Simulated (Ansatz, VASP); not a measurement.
One calculation of Cd2SeO, two programs

INCAR

```
SYSTEM = Cd2SeO
ALGO     = Normal         ! electronic algorithm
EDIFF    = 1E-7           ! SCF threshold, eV
ENCUT    = 520            ! plane-wave cutoff, eV
GGA      = PE             ! functional
ISIF     = 2              ! what is computed and relaxed
ISMEAR   = -1             ! smearing method
LASPH    = .True.         ! aspherical terms in the spheres
LCHARG   = .True.         ! write CHGCAR
LELF     = .True.         ! ELF
LREAL    = .False.        ! projectors in reciprocal space
LVHAR    = .True.       
LWAVE    = .False.        ! write WAVECAR
NBANDS   = 26             ! bands
NELM     = 100            ! most SCF steps
PREC     = Accurate       ! precision mode
SIGMA    = 0.02           ! smearing width, eV
```

File KPOINTS:

```
k-points
0
Gamma
  6 6 4
  0 0 0
```

Contents of POSCAR:

```
Cd2SeO
1.0
    3.7669255430      0.0000000000      0.0000000000
    0.0000000000      3.7669255430      0.0000000000
    0.0000000000      0.0000000000      5.1822198609
O Cd Se
1 2 1
Direct
    0.0000000000      0.0000000000      0.0000000000
    0.0000000000      0.0000000000      0.5000000000
    0.5000000000      0.5000000000      0.0000000000
    0.5000000000      0.5000000000      0.5000000000
```

Input for Ansatz:

```yaml
crystal:
  lattice:
    - [3.766925543, 0.0, 0.0]
    - [0.0, 3.766925543, 0.0]
    - [0.0, 0.0, 5.1822198609]
  atoms:
    - { symbol: O, position: [0.0, 0.0, 0.0] }
    - { symbol: Cd, position: [0.0, 0.0, 0.5] }
    - { symbol: Se, position: [0.5, 0.5, 0.5] }
    - { symbol: Cd, position: [0.5, 0.5, 0.0] }
kpoints:
  mp_grid: { grid: [6, 6, 4] }
hamiltonian:
  xc: pbe
scf:
  occupations: { method: fermi_dirac, width: 0.02 }
  n_extra_bands: 5
output:
  forces: true
  stress: true
  eigenvalues: true
```

Alike in both runs: task single point; functional PBE; k mesh 6 × 6 × 4; occupations fermi-dirac, width 0.02 eV; no spin polarisation.

|  | VASP | Ansatz |
| --- | --- | --- |
| version | VASP 6.6.1 | Ansatz 0.2.0 |
| potentials or method | VASP PAW PBE potentials, release 64 (O, Cd, Se) | plane waves, PAW |
| plane-wave cutoff (eV) | 520 | 420 |
| valence electrons in the cell | 36 | 62 |

|  | VASP | Ansatz | Ansatz less VASP |
| --- | --- | --- | --- |
| pressure (GPa) | 3.1 | 2.5 | -0.65 |

VASP's potentials hold 36 valence electrons a cell and Ansatz's 62, so a difference there can come from the potentials and not from the codes.
